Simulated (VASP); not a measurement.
## Ir: single point with PBE

The system is Ir.

```
Ir
1.0
     0.00000    1.93779    1.93779
     1.93779    0.00000    1.93779
     1.93779    1.93779    0.00000
Ir
1
Direct
  0.00000 0.00000 0.00000
```

```json
{"Program": "VASP 6.6.1", "Task": "single point", "Functional": "PBE", "Potentials or basis": "VASP PAW PBE potentials, release 64 (Ir)", "Cutoff": "500 eV", "k mesh": "8 × 8 × 8", "Occupations": "gaussian, width 0.1 eV", "Spin": "no spin polarisation", "Dipole correction": "no", "Further INCAR settings": "ALGO = Normal; EDIFF = 1e-06; NBANDS = 10"}
```

- Pressure: 0.5 GPa

Levels at points of the mesh, in eV from the Fermi level:
```tsv
k point	band 2	band 3	band 4	band 5	band 6	band 7
(0.00, 0.00, 0.00)	-3.77	-3.77	-3.77	-1.19	-1.19	14.31
(0.50, 0.00, 0.00)	-3.86	-3.86	-0.73	0.80	0.80	6.93
(0.50, 0.50, 0.00)	-7.09	0.78	1.35	1.35	1.65	10.08
```

Run time: 3 s on 1 thread of AMD EPYC 9R45 96-Core Processor (Zen 5), with other jobs on the host, peak memory 0.1 GiB.

Caveat: spin-orbit coupling is left out, which moves the levels of the heavy elements.
